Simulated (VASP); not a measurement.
# Cu (P6_3/mmc) in VASP: a series of runs

Runs on Cu. Level: PBE. Tasks: single point.

Everything below comes from runs of VASP 6.6.1. Logs are shortened: lines on timing, memory, paths and dates and some standing lists are left out, and cuts for length are marked.

## Step 1: The cell of the first run

It takes space group P6_3/mmc (No. 194, hexagonal). The conventional cell has a = 2.568 Å, b = 2.568 Å, c = 4.194 Å, α = 90.00°, β = 90.00°, γ = 120.00°. Within 3.4 Å of Cu (site symmetry -6m2) lie 12 Cu at 2.57 Å.

## Step 2: Single point, PBE

Contents of INCAR:

```
SYSTEM = Cu
PREC = Accurate ; ENCUT = 520
EDIFF = 1E-6 ; ISMEAR = 0
SIGMA = 0.1 ; LREAL = .FALSE.
LASPH = .TRUE. ; NELM = 60
ALGO = Fast ; ISIF = 2
LWAVE = .FALSE. ; LCHARG = .FALSE.
GGA = PE ; NBANDS = 18
```

Contents of KPOINTS:

```
regular mesh
0
G
  24 24 12
  0 0 0
```

Contents of POSCAR:

```
Cu
1.0
    2.5680103729      0.0000000000      0.0000000000
   -1.2840051864      2.2239622201      0.0000000000
    0.0000000000      0.0000000000      4.1935281575
Cu
2
Direct
    0.3333333333      0.6666666667      0.2500000000
    0.6666666667      0.3333333333      0.7500000000
```

Potentials or basis: VASP PAW PBE potentials, release 64 (Cu).

The run is started by

```sh
$ cat potpaw_PBE.64/Cu/POTCAR > POTCAR
$ mpirun -np 1 vasp_std > vasp.out
```

OUTCAR:

```text
SYSTEM = Cu
   PREC = Accurate
   ENCUT = 520
   EDIFF = 1E-6
   ISMEAR = 0
   LREAL = .FALSE.
   LASPH = .TRUE.
   NELM = 60
   ISIF = 2
   GGA = PE

 ion  position               nearest neighbor table
   1  0.333  0.667  0.250-   2 2.57   2 2.57   2 2.57   2 2.57   2 2.57   2 2.57
   2  0.667  0.333  0.750-   1 2.57   1 2.57   1 2.57   1 2.57   1 2.57   1 2.57

  LATTYP: Found a hexagonal cell.
 ALAT       =     2.5680103729
 C/A-ratio  =     1.6329872347

  Lattice vectors:

 A1 = (   2.5680103729,   0.0000000000,   0.0000000000)
 A2 = (  -1.2840051864,   2.2239622201,   0.0000000000)
 A3 = (   0.0000000000,   0.0000000000,   4.1935281575)

Analysis of symmetry for initial positions (statically):
=====================================================================
 Subroutine PRICEL returns:
 Original cell was already a primitive cell.

 Routine SETGRP: Setting up the symmetry group for a
 hexagonal supercell.

 Subroutine GETGRP returns: Found 24 space group operations
 (whereof 12 operations were pure point group operations)
 out of a pool of 24 trial point group operations.

The static configuration has the point symmetry D_3d.
 The point group associated with its full space group is D_6h.

Analysis of symmetry for dynamics (positions and initial velocities):
=====================================================================
 Subroutine PRICEL returns:
 Original cell was already a primitive cell.

 Routine SETGRP: Setting up the symmetry group for a
 hexagonal supercell.

 Subroutine GETGRP returns: Found 24 space group operations
 (whereof 12 operations were pure point group operations)
 out of a pool of 24 trial point group operations.

The dynamic configuration has the point symmetry D_3d.
 The point group associated with its full space group is D_6h.

 Subroutine INISYM returns: Found 24 space group operations
 (whereof 12 operations are pure point group operations),
 and found     1 'primitive' translations

----------------------------------------------------------------------------------------

                                     Primitive cell

  volume of cell :      23.9499

  direct lattice vectors                    reciprocal lattice vectors
     2.568010373  0.000000000  0.000000000     0.389406527  0.224823963  0.000000000
    -1.284005186  2.223962220  0.000000000     0.000000000  0.449647926  0.000000000
     0.000000000  0.000000000  4.193528158     0.000000000  0.000000000  0.238462689

  length of vectors
     2.568010373  2.568010373  4.193528158     0.449647926  0.449647926  0.238462689

  position of ions in fractional coordinates (direct lattice)
     0.333333333  0.666666667  0.250000000
     0.666666667  0.333333333  0.750000000

  ion indices of the primitive-cell ions
   primitive index   ion index
                 1           1
                 2           2

----------------------------------------------------------------------------------------

 KPOINTS: regular mesh

Automatic generation of k-mesh.
 Grid dimensions read from file:
 generate k-points for:   24   24   12

 Generating k-lattice:

  Cartesian coordinates                     Fractional coordinates (reciprocal lattice)
     0.016225272  0.009367665  0.000000000     0.041666667 -0.000000000  0.000000000
     0.000000000  0.018735330  0.000000000     0.000000000  0.041666667  0.000000000
     0.000000000  0.000000000  0.019871891     0.000000000  0.000000000  0.083333333

  Length of vectors
     0.018735330  0.018735330  0.019871891

  Shift w.r.t. Gamma in fractional coordinates (k-lattice)
     0.000000000  0.000000000  0.000000000

 Subroutine IBZKPT returns following result:
 ===========================================

 Found    427 irreducible k-points:

 Following reciprocal coordinates:
            Coordinates               Weight
  0.000000  0.000000  0.000000      1.000000
  0.041667  0.000000  0.000000      6.000000
  0.083333 -0.000000  0.000000      6.000000
  0.125000  0.000000  0.000000      6.000000
  0.166667  0.000000  0.000000      6.000000
  0.208333 -0.000000  0.000000      6.000000
[... 16 lines left out ...]
  0.416667  0.041667  0.000000     12.000000
  0.458333  0.041667  0.000000     12.000000
 [... further k-points ...]
   k-points           NKPTS =    427   k-points in BZ     NKDIM =    427   number of bands    NBANDS=     18
   number of dos      NEDOS =    301   number of ions     NIONS =      2
   total plane-waves  NPLWV =  12800
   dimension x,y,z NGX =    20 NGY =   20 NGZ =   32
   dimension x,y,z NGXF=    40 NGYF=   40 NGZF=   64
   ions per type =               2
   NGX,Y,Z   is equivalent  to a cutoff of  12.95, 12.95, 12.69 a.u.
   NGXF,Y,Z  is equivalent  to a cutoff of  25.89, 25.89, 25.37 a.u.
 SYSTEM =  Cu
   PREC   = accura    normal or accurate (medium, high low for compatibility)
   ISTART =      0    job   : 0-new  1-cont  2-samecut
   ICHARG =      2    charge: 1-file 2-atom 10-const
   ISPIN  =      1    spin polarized calculation?
   LNONCOLLINEAR =      F non collinear calculations
   LSORBIT =      F    spin-orbit coupling
   LASPH  =      T    aspherical Exc in radial PAW
   ENCUT  =  520.0 eV  38.22 Ry    6.18 a.u.   4.77  4.77  7.80*2*pi/ulx,y,z
   NELM   =     60;   NELMIN=  2; NELMDL= -5     # of ELM steps
   EDIFF  = 0.1E-05   stopping-criterion for ELM
   LREAL  =      F    real-space projection
   EDIFFG = 0.1E-04   stopping-criterion for IOM
   NSW    =      0    number of steps for IOM
   IBRION =     -1    ionic relax: 0-MD 1-quasi-New 2-CG
   NFREE  =      0    steps in history (QN), initial steepest desc. (CG)
   ISIF   =      2    stress and relaxation
   ISYM   =      2    0-nonsym 1-usesym 2-fastsym
   POTIM  = 0.5000    time-step for ionic-motion
   TEBEG  =    0.0;   TEEND  =   0.0 temperature during run
   PSTRESS=    0.0 pullay stress
   NELECT =      22.0000    total number of electrons
   NUPDOWN=      -1.0000    fix difference up-down
   EMIN   =  10.00;   EMAX   =-10.00  energy-range for DOS
   EFERMI =   0.00;   METHOD = LEGACY
   ISMEAR =     0;   SIGMA  =   0.10  broadening in eV -4-tet -1-fermi 0-gaus
   EFERMI_NEDOS =   21; number of points for ismear=-14 and -15
   IALGO  =     68    algorithm
   IMIX   =      4    mixing-type and parameters
     AMIX     =   0.40;   BMIX     =  1.00
     AMIX_MAG =   1.60;   BMIX_MAG =  1.00
  volume/ion in A,a.u.               =      11.97        80.81
  Fermi-wavevector in a.u.,A,eV,Ry     =   1.591407  3.007322 34.457773  2.532575
  Thomas-Fermi vector in A             =   2.689952
   LORBIT       =      0    0 simple, 1 ext, 2 COOP (PROOUT), +10 PAW based schemes
   GGA     = PE    functional components
   LHFCALC =     F    Hartree Fock is set to
   AEXX    =    0.0000 exact exchange contribution
   IVDW    =     0    specifies the selected vdW correction
   LEPSILON=     F    determine dielectric tensor
   LRPA    =     F    only Hartree local field effects (RPA)
 non-spin polarized calculation
 RMM-DIIS sequential band-by-band and
 Gauss-broadening in eV      SIGMA  =   0.10
  energy-cutoff  :      520.00
  volume of cell :       23.95
 maximum number of plane-waves:       668
 NGX is ok and might be reduce to    20
   NGX =  9   NGY =  9   NGZ = 15

 number of electron      22.0000008 magnetization

 Free energy of the ion-electron system (eV)
  ---------------------------------------------------
  ext. energy  EPLUGINS =         0.00000000
  ---------------------------------------------------
  free energy    TOTEN  =        -7.44190152 eV

  energy without entropy =       -7.43929537  energy(sigma->0) =       -7.44059844

 E-fermi :   7.3988     XC(G=0): -12.6453

 val. band max:        7.3951205481   @ k =   0.5000   0.0000   0.0833
 cond. band min:       7.4049844571   @ k =   0.1667   0.0000   0.1667
 fundamental gap:      0.0098639090
 Fermi energy:         7.3988035187

 k-point     1 :       0.0000    0.0000    0.0000
  band No.  band energies     occupation
      1      -1.8314      2.00000
      2       2.4148      2.00000
      3       4.4284      2.00000
      4       4.4862      2.00000
      5       4.4862      2.00000
      6       4.6885      2.00000
[... 10 lines left out ...]
     17      30.6308      0.00000
     18      30.6833      0.00000

 k-point     2 :       0.0417    0.0000    0.0000
  band No.  band energies     occupation
      1      -1.7756      2.00000
      2       2.4473      2.00000
      3       4.3857      2.00000
      4       4.5062      2.00000
      5       4.5238      2.00000
      6       4.6781      2.00000
[... 10 lines left out ...]
     17      31.3786      0.00000
     18      31.3874      0.00000

 k-point     3 :       0.0833   -0.0000    0.0000
  band No.  band energies     occupation
      1      -1.6092      2.00000
      2       2.5415      2.00000
      3       4.3122      2.00000
      4       4.5655      2.00000
      5       4.5794      2.00000
      6       4.6541      2.00000
[... 10 lines left out ...]
     17      31.5816      0.00000
     18      32.8198      0.00000

 k-point     4 :       0.1250    0.0000    0.0000
  band No.  band energies     occupation
      1      -1.3348      2.00000
      2       2.6867      2.00000
      3       4.2246      2.00000
      4       4.5783      2.00000
      5       4.6109      2.00000
      6       4.6612      2.00000
[... 375 lines left out ...]
      4       4.1588      2.00000
      5       4.4409      2.00000
      6       4.5723      2.00000
[... 10 lines left out ...]
     17      20.6896      0.00000
     18      26.9193      0.00000

 k-point    23 :       0.4167    0.0417    0.0000
  band No.  band energies     occupation
      1       2.4937      2.00000
      2       3.0091      2.00000
      3       3.2051      2.00000
      4       4.2935      2.00000
      5       4.4164      2.00000
      6       4.5321      2.00000
[... 10 lines left out ...]
     17      20.1066      0.00000
     18      26.7975      0.00000

 k-point    24 :       0.4583    0.0417    0.0000
  band No.  band energies     occupation
      1       2.6730      2.00000
      2       2.9559      2.00000
      3       3.1723      2.00000
      4       4.3937      2.00000
      5       4.4047      2.00000
      6       4.5105      2.00000
[... 10 lines left out ...]
     17      19.9336      0.00000
     18      26.7390      0.00000

 [... further k-points ...]
[... 5 lines left out ...]
  --------------------------------------------------------------------------------------
  -------------------------------------------------------------------------------------
  Total        0.1465876      0.1465876      0.2457358      0.0000000     -0.0000000     -0.0000000
  in kB        9.8062782      9.8062782     16.4389977      0.0000000     -0.0000000     -0.0000000
  external PRESSURE =      12.0171847 kB  Pullay stress =       0.0000000 kB

 VOLUME and BASIS-vectors are now :
 -----------------------------------------------------------------------------
  energy-cutoff  :      520.00
  volume of cell :       23.95
      direct lattice vectors                 reciprocal lattice vectors
     2.568010373  0.000000000  0.000000000     0.389406527  0.224823963  0.000000000
    -1.284005186  2.223962220  0.000000000     0.000000000  0.449647926  0.000000000
     0.000000000  0.000000000  4.193528158     0.000000000  0.000000000  0.238462689

 POSITION                                       TOTAL-FORCE (eV/Angst)
 -----------------------------------------------------------------------------------
     -0.00000      1.48264      1.04838        -0.000000      0.000000     -0.000000
      1.28401      0.74132      3.14515         0.000000      0.000000      0.000000
 -----------------------------------------------------------------------------------
    total drift:                               -0.000000      0.000000     -0.000000

  FREE ENERGIE OF THE ION-ELECTRON SYSTEM (eV)
  ---------------------------------------------------
  free  energy   TOTEN  =        -7.4419015153 eV

  energy  without entropy=       -7.4392953697  energy(sigma->0) =       -7.44059844
```

Run time: 74 s. Hardware: 1 thread of Intel Xeon 6975P-C (Granite Rapids), shared host; peak memory 0.25 GiB.

What came out:

```
Free energy            : -7.4419 eV
Pressure               : 1.2 GPa
Band gap on the k mesh : zero (band 11 reaches 11.43 eV, above the bottom of band 12 at 5.48 eV)
```

## Step 3: Single point, PBE (strain along c alone, the other axes held: +2.0 %)

Contents of INCAR:

```
ALGO = Fast ; EDIFF = 1E-7
ENCUT = 520 ; GGA = PE
ISIF = 2 ; ISMEAR = 0
LASPH = True ; LCHARG = False
LREAL = False ; LWAVE = False
NBANDS = 18 ; NELM = 60
PREC = Accurate ; SIGMA = 0.1
```

Contents of KPOINTS:

```
k-points
0
Gamma
  24 24 12
```

Changes to POSCAR since step 2:

```diff
@@ -4,3 +4,3 @@
    -1.2840051864      2.2239622201      0.0000000000
-    0.0000000000      0.0000000000      4.1935281575
+    0.0000000000      0.0000000000      4.2773987206
 Cu
```

Potentials or basis: VASP PAW PBE potentials, release 64 (Cu).

The run is started by

```sh
$ cat potpaw_PBE.64/Cu/POTCAR > POTCAR
$ mpirun -np 1 vasp_std > vasp.out
```

Wall time 91 s (1 thread of Intel Xeon 6975P-C (Granite Rapids), shared host); peak memory 0.25 GiB.

The run converged. Its results:

- Free energy: -7.4377 eV
- Pressure: -1.9 GPa
- Band gap on the k mesh: zero (band 11 reaches 11.25 eV, above the bottom of band 12 at 5.27 eV)

Stress tensor (GPa, compression positive):
```
-1.06  0.00  0.00
 0.00 -1.06  0.00
 0.00  0.00 -3.65
```

Levels at points of the mesh, in eV from the Fermi level:
```tsv
k point	band 8	band 9	band 10	band 11	band 12	band 13	band 14	band 15
(0.00, 0.00, 0.00)	-2.35	-2.35	-1.69	-1.69	-1.07	3.33	21.35	21.67
(0.50, 0.00, 0.00)	-1.58	-1.57	-1.49	0.06	1.57	7.54	7.77	10.37
(0.00, 0.00, 0.50)	-2.89	-1.90	-1.90	-1.90	-1.90	11.68	11.68	22.02
(0.50, 0.00, 0.50)	-1.84	-1.52	-1.52	0.56	0.56	4.71	4.71	15.98
```

Caveat: the cell differs from its parent crystal (strain along c alone, the other axes held: +2.0 %).

## Step 4: Single point, PBE (strain along c alone, the other axes held: +4.0 %)

Contents of INCAR:

```
  ALGO = Fast
  EDIFF = 1E-6
  ENCUT = 520
  GGA = PE
  ISIF = 2
  ISMEAR = 0
  LASPH = True
  LCHARG = False
  LREAL = False
  LWAVE = False
  NBANDS = 18
  NELM = 60
  PREC = Accurate
  SIGMA = 0.1
```

KPOINTS is that of step 3.

Changes to POSCAR since step 3:

```diff
@@ -4,3 +4,3 @@
    -1.2840051864      2.2239622201      0.0000000000
-    0.0000000000      0.0000000000      4.2773987206
+    0.0000000000      0.0000000000      4.3612692838
 Cu
```

The run is started by

```sh
$ cat potpaw_PBE.64/Cu/POTCAR > POTCAR
$ mpirun -np 1 vasp_std > vasp.out
```

It took 74 s on 1 thread of Intel Xeon 6975P-C (Granite Rapids), shared host; peak memory 0.26 GiB.

It converged, with:

| Property | Result |
| --- | --- |
| Free energy | -7.4205 eV |
| Pressure | -3.4 GPa |
| Band gap on the k mesh | zero (band 11 reaches 11.07 eV, above the bottom of band 12 at 5.07 eV) |

Stress tensor (GPa, compression positive):
```
-1.65  0.00  0.00
 0.00 -1.65  0.00
 0.00  0.00 -6.90
```

Levels at points of the mesh, in eV from the Fermi level:
```
           k point  band 7  band 8  band 9  band 10  band 11  band 12  band 13  band 14  band 15  band 16
(0.00, 0.00, 0.00)   -2.66   -2.28   -2.28    -1.68    -1.68    -1.18     2.98    21.44    21.79    21.79
(0.50, 0.00, 0.00)   -2.66   -1.60   -1.54    -1.47     0.09     1.59     7.38     7.50    10.15    10.16
(0.00, 0.00, 0.50)   -2.83   -2.83   -1.88    -1.88    -1.88    -1.88    11.04    11.04    22.09    22.09
(0.50, 0.00, 0.50)   -1.82   -1.82   -1.50    -1.50     0.59     0.59     4.65     4.65    15.98    15.98
```

Caveat: the cell differs from its parent crystal (strain along c alone, the other axes held: +4.0 %).

(Continued in part 2 of 2.)
